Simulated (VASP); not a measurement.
# AlIn3Sb2N2 (P-6m2) in VASP: single point with PBE

Aim: the single point of AlIn3Sb2N2 with PBE.

All numbers are computed with VASP 6.6.1; they aren't measurements. Logs are shortened: lines on timing, memory, paths and dates and some standing lists are left out, and cuts for length are marked.

### Step 1. The cell of the first run

The structure is hexagonal, space group P-6m2 (No. 187). The conventional cell has a = 5.473 Å, b = 5.473 Å, c = 8.219 Å, α = 90.00°, β = 90.00°, γ = 120.00°. Al (site symmetry -6m2) has 5 In at 2.69 to 3.16 Å within 3.5 Å. Within 3.5 Å of In (site symmetry 3m) lie 1 Al at 2.69 Å and 1 In at 2.84 Å and 3 Sb at 3.16 Å and 3 N at 3.28 Å. Within 4.2 Å of In (site symmetry -6m2) lie 3 Al at 3.16 Å and 2 N at 3.55 Å and 6 Sb at 4.12 Å and 6 In at 4.15 Å. Sb (site symmetry 3m) has 1 Sb at 2.92 Å and 3 In at 3.16 Å and 6 N at 3.29 to 3.75 Å within 3.8 Å. Within 1.5 Å of N (site symmetry 3m) lie 1 N at 1.12 Å.

The cell was generated, and may not be a known phase.

### Step 2. Single point, PBE

INCAR reads:

```
PREC = Accurate
ENCUT = 1330
EDIFF = 1E-6
ISMEAR = 0
SIGMA = 0.15
LREAL = False
LASPH = True
NELM = 120
ALGO = Normal
ISIF = 2
LWAVE = False
LCHARG = True
GGA = PE
LELF = True
LVHAR = True
NBANDS = 51
GGA_COMPAT = False
```

KPOINTS reads:

```
Automatic mesh
0
Gamma
  3 3 2
```

POSCAR reads:

```
AlIn3Sb2N2
1.0
    5.4730912723      0.0000000000      0.0000000000
   -2.7365456362      4.7398360791      0.0000000000
    0.0000000000      0.0000000000      8.2187363579
Al In Sb N
1 3 2 2
Direct
    0.3333333333      0.6666666667      0.0000000000
    0.3333333333      0.6666666667      0.6730766379
    0.3333333333      0.6666666667      0.3269233621
    0.0000000000      0.0000000000      0.0000000000
    0.6666666667      0.3333333333      0.6776714477
    0.6666666667      0.3333333333      0.3223285523
    0.0000000000      0.0000000000      0.5679481088
    0.0000000000      0.0000000000      0.4320518912
```

Potentials or basis: VASP PAW PBE potentials, release 64 (Al, In_d, Sb_d_GW, N_h).

The run is started by

```bash
$ cat potpaw_PBE.64/Al/POTCAR potpaw_PBE.64/In_d/POTCAR potpaw_PBE.64/Sb_d_GW/POTCAR potpaw_PBE.64/N_h/POTCAR > POTCAR
$ mpirun -np 1 vasp_std > vasp.out
```

OUTCAR:

```text
PREC = Accurate
   ENCUT = 1330
   EDIFF = 1E-6
   ISMEAR = 0
   LREAL = False
   LASPH = True
   NELM = 120
   ISIF = 2
   GGA = PE

 ion  position               nearest neighbor table
   1  0.333  0.667  0.000-   2 2.69   3 2.69   4 3.16   4 3.16   4 3.16
   2  0.333  0.667  0.673-   1 2.69   3 2.84   5 3.16   5 3.16   5 3.16
   3  0.333  0.667  0.327-   1 2.69   2 2.84   6 3.16   6 3.16   6 3.16
   4  0.000  0.000  0.000-   1 3.16   1 3.16   1 3.16
   5  0.667  0.333  0.678-   6 2.92   2 3.16   2 3.16   2 3.16
   6  0.667  0.333  0.322-   5 2.92   3 3.16   3 3.16   3 3.16
   7  0.000  0.000  0.568-   8 1.12
   8  0.000  0.000  0.432-   7 1.12

  LATTYP: Found a hexagonal cell.
 ALAT       =     5.4730912723
 C/A-ratio  =     1.5016625795

  Lattice vectors:

 A1 = (   5.4730912723,   0.0000000000,   0.0000000000)
 A2 = (  -2.7365456362,   4.7398360791,   0.0000000000)
 A3 = (   0.0000000000,   0.0000000000,   8.2187363579)

Analysis of symmetry for initial positions (statically):
=====================================================================
 Subroutine PRICEL returns:
 Original cell was already a primitive cell.

 Routine SETGRP: Setting up the symmetry group for a
 hexagonal supercell.

 Subroutine GETGRP returns: Found 12 space group operations
 (whereof 12 operations were pure point group operations)
 out of a pool of 24 trial point group operations.

The static configuration has the point symmetry D_3h.

Analysis of symmetry for dynamics (positions and initial velocities):
=====================================================================
 Subroutine PRICEL returns:
 Original cell was already a primitive cell.

 Routine SETGRP: Setting up the symmetry group for a
 hexagonal supercell.

 Subroutine GETGRP returns: Found 12 space group operations
 (whereof 12 operations were pure point group operations)
 out of a pool of 24 trial point group operations.

The dynamic configuration has the point symmetry D_3h.

 Subroutine INISYM returns: Found 12 space group operations
 (whereof 12 operations are pure point group operations),
 and found     1 'primitive' translations

----------------------------------------------------------------------------------------

                                     Primitive cell
[... 80 lines left out ...]
   LSORBIT =      F    spin-orbit coupling
   LASPH  =      T    aspherical Exc in radial PAW
   ENCUT  = 1330.0 eV  97.75 Ry    9.89 a.u.  16.27 16.27 24.44*2*pi/ulx,y,z
   NELM   =    120;   NELMIN=  2; NELMDL= -5     # of ELM steps
   EDIFF  = 0.1E-05   stopping-criterion for ELM
   LREAL  =      F    real-space projection
[... 7 lines left out ...]
   TEBEG  =    0.0;   TEEND  =   0.0 temperature during run
   PSTRESS=    0.0 pullay stress
   NELECT =      82.0000    total number of electrons
   NUPDOWN=      -1.0000    fix difference up-down
   EMIN   =  10.00;   EMAX   =-10.00  energy-range for DOS
   EFERMI =   0.00;   METHOD = LEGACY
   ISMEAR =     0;   SIGMA  =   0.15  broadening in eV -4-tet -1-fermi 0-gaus
   EFERMI_NEDOS =   21; number of points for ismear=-14 and -15
   IALGO  =     38    algorithm
   IMIX   =      4    mixing-type and parameters
     AMIX     =   0.40;   BMIX     =  1.00
     AMIX_MAG =   1.60;   BMIX_MAG =  1.00
  volume/ion in A,a.u.               =      26.65       179.85
  Fermi-wavevector in a.u.,A,eV,Ry     =   1.190545  2.249804 19.284858  1.417397
  Thomas-Fermi vector in A             =   2.326627
   LORBIT       =      0    0 simple, 1 ext, 2 COOP (PROOUT), +10 PAW based schemes
   GGA     = PE    functional components
   LHFCALC =     F    Hartree Fock is set to
   AEXX    =    0.0000 exact exchange contribution
   IVDW    =     0    specifies the selected vdW correction
   LEPSILON=     F    determine dielectric tensor
   LRPA    =     F    only Hartree local field effects (RPA)
 non-spin polarized calculation
 Gauss-broadening in eV      SIGMA  =   0.15
  energy-cutoff  :     1330.00
  volume of cell :      213.21
 maximum number of plane-waves:     23556
 NGX is ok and might be reduce to    70
   NGX = 33   NGY = 33   NGZ = 49

 number of electron      82.0000000 magnetization

 Free energy of the ion-electron system (eV)
  ---------------------------------------------------
  ext. energy  EPLUGINS =         0.00000000
  ---------------------------------------------------
  free energy    TOTEN  =       -33.96166304 eV

  energy without entropy =      -33.88993674  energy(sigma->0) =      -33.92579989

 E-fermi :   4.4279     XC(G=0):  -9.1748

 val. band max:        4.3784110295   @ k =   0.3333   0.0000   0.0000
 cond. band min:       4.4308315670   @ k =   0.3333   0.0000   0.0000
 fundamental gap:      0.0524205375
 Fermi energy:         4.4278575850

 k-point     1 :       0.0000    0.0000    0.0000
  band No.  band energies     occupation
      1     -24.3480      2.00000
      2     -24.2787      2.00000
      3     -24.2787      2.00000
      4     -24.2324      2.00000
      5     -24.2324      2.00000
      6     -24.2320      2.00000
[... 313 lines left out ...]
     50       9.1421      0.00000
     51      10.0233      0.00000

------------------------ aborting loop because EDIFF is reached ----------------------------------------

  FORCE on cell =-STRESS in cart. coord.  units (eV):
  Direction    XX          YY          ZZ          XY          YZ          ZX
  --------------------------------------------------------------------------------------
  -------------------------------------------------------------------------------------
  Total       -0.0618358     -0.0618358      0.0751554      0.0000000      0.0000000      0.0000000
  in kB       -0.4646755     -0.4646755      0.5647676      0.0000000      0.0000000      0.0000000
  external PRESSURE =      -0.1215278 kB  Pullay stress =       0.0000000 kB

 VOLUME and BASIS-vectors are now :
 -----------------------------------------------------------------------------
  energy-cutoff  :     1330.00
  volume of cell :      213.21
      direct lattice vectors                 reciprocal lattice vectors
     5.473091272  0.000000000  0.000000000     0.182712100  0.105488880  0.000000000
    -2.736545636  4.739836079  0.000000000     0.000000000  0.210977760  0.000000000
     0.000000000  0.000000000  8.218736358     0.000000000  0.000000000  0.121673206

 POSITION                                       TOTAL-FORCE (eV/Angst)
 -----------------------------------------------------------------------------------
     -0.00000      3.15989      0.00000         0.000000     -0.000000      0.000000
     -0.00000      3.15989      5.53184         0.000000     -0.000000      0.076037
     -0.00000      3.15989      2.68690        -0.000000     -0.000000     -0.076037
      0.00000      0.00000      0.00000         0.000000      0.000000      0.000000
      2.73655      1.57995      5.56960        -0.000000     -0.000000     -0.014531
      2.73655      1.57995      2.64913        -0.000000     -0.000000      0.014531
      0.00000      0.00000      4.66782         0.000000      0.000000     -0.011503
      0.00000      0.00000      3.55092         0.000000     -0.000000      0.011503
 -----------------------------------------------------------------------------------
    total drift:                                0.000000     -0.000000      0.000000

  FREE ENERGIE OF THE ION-ELECTRON SYSTEM (eV)
  ---------------------------------------------------
  free  energy   TOTEN  =       -33.9616630401 eV

  energy  without entropy=      -33.8899367354  energy(sigma->0) =      -33.92579989
```

OSZICAR:

```text
N       E                     dE             d eps       ncg     rms          rms(c)
DAV:   1     0.120338880251E+04    0.12034E+04   -0.52526E+04   942   0.192E+04
DAV:   2     0.297119542965E+03   -0.90627E+03   -0.87645E+03  1101   0.282E+03
DAV:   3     0.150034808329E+02   -0.28212E+03   -0.27377E+03  1157   0.490E+02
DAV:   4    -0.317077263862E+02   -0.46711E+02   -0.45954E+02  1169   0.190E+02
DAV:   5    -0.349369581826E+02   -0.32292E+01   -0.31737E+01  1216   0.424E+01    0.837E+00
DAV:   6    -0.340759042173E+02    0.86105E+00   -0.31864E+00  1104   0.112E+01    0.437E+00
DAV:   7    -0.339767724844E+02    0.99132E-01   -0.10091E+00  1128   0.591E+00    0.155E+00
DAV:   8    -0.339612402061E+02    0.15532E-01   -0.78785E-02  1144   0.196E+00    0.821E-01
DAV:   9    -0.339614993538E+02   -0.25915E-03   -0.20300E-02  1128   0.727E-01    0.353E-01
DAV:  10    -0.339616079578E+02   -0.10860E-03   -0.31702E-03  1080   0.628E-01    0.857E-02
DAV:  11    -0.339616526240E+02   -0.44666E-04   -0.55158E-04  1088   0.188E-01    0.413E-02
DAV:  12    -0.339616624798E+02   -0.98558E-05   -0.20362E-04  1064   0.110E-01    0.129E-02
DAV:  13    -0.339616627641E+02   -0.28432E-06   -0.41615E-05   832   0.431E-02    0.100E-02
DAV:  14    -0.339616630401E+02   -0.27594E-06   -0.37505E-06   680   0.149E-02
   1 F= -.33961663E+02 E0= -.33925800E+02  d E =-.717263E-01
```

Wall time 5.7 min (1 thread of Intel Xeon 6975P-C (Granite Rapids), shared host); peak memory 1.1 GiB.

Results:

```yaml
Free_energy: -33.9617 eV
Pressure: 0.0 GPa
Largest_force: 0.076 eV/Å
Band_gap_on_the_k_mesh: zero (bands 41 and 42 overlap by 0.75 eV)
```

Forces in eV/Å, atoms in the order of the input:
```
Al   0.000  0.000  0.000
In   0.000  0.000  0.076
In   0.000  0.000 -0.076
In   0.000  0.000  0.000
Sb   0.000  0.000 -0.015
Sb   0.000  0.000  0.015
N    0.000  0.000 -0.012
N    0.000  0.000  0.012
```

Stress tensor (GPa, compression positive):
```
-0.05  0.00  0.00
 0.00 -0.05  0.00
 0.00  0.00  0.06
```

Caveat: the k points lie up to 0.44 Å⁻¹ apart, too coarse for converged energies and pressures of a metal; semilocal functionals underestimate gaps, and a narrow one can read as zero; spin-orbit coupling is left out, which moves the levels of the heavy elements.

The gap in the log of VASP goes by the Fermi energy; the results here count the filled bands.